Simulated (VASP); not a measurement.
Write the native input for VASP 6.6.1 that does the following.

```yaml
Task: single point
Functional: PBEsol
Potentials_or_basis: VASP PAW PBE potentials, release 64 (Cu, O)
Cutoff: 520 eV
k_mesh: 8 × 8 × 8
Occupations: fermi-dirac, width 0.05 eV
Spin: no spin polarisation
Dipole_correction: no
Further_INCAR_settings: ALGO = Normal; EDIFF = 1e-06; NBANDS = 30
```

The structure of Cu3O2 lies in POSCAR:

```
Cu3O2
1.0
   -2.0229820000      2.0229820000      3.6001446600
    2.0229820000     -2.0229820000      3.6001446600
    2.0229820000      2.0229820000     -3.6001446600
Cu O
3 2
Direct
    0.0000000000      0.0000000000      0.0000000000
    0.7500000000      0.2500000000      0.5000000000
    0.2500000000      0.7500000000      0.5000000000
    0.5000000000      0.0000000000      0.5000000000
    0.0000000000      0.5000000000      0.5000000000
```

One way to write it, as run:

INCAR

```
PREC = Accurate
ENCUT = 520
EDIFF = 1E-6
ISMEAR = -1
SIGMA = 0.05
LREAL = False
LASPH = True
NELM = 80
ALGO = Normal
ISIF = 2
LWAVE = False
LCHARG = True
GGA = PS
LELF = True
LVHAR = True
NBANDS = 30
```

KPOINTS

```
regular mesh
0
Gamma
  8 8 8
```

Potentials or basis: VASP PAW PBE potentials, release 64 (Cu, O).

Launch:

```console
$ cat potpaw_PBE.64/Cu/POTCAR potpaw_PBE.64/O/POTCAR > POTCAR
$ mpirun -np 1 vasp_std > vasp.out
```

It gave:

```json
{"Pressure": "-0.8 GPa"}
```

Caveat: the PAW data sets were made with another functional, which shifts forces and pressure a little; an odd number of electrons without spin polarisation forces a metal; a magnetic or distorted state may lie lower.

It took 91 s on 1 thread of Intel(R) Xeon(R) Platinum 8488C (Sapphire Rapids), on a shared host, peak memory 0.25 GiB.
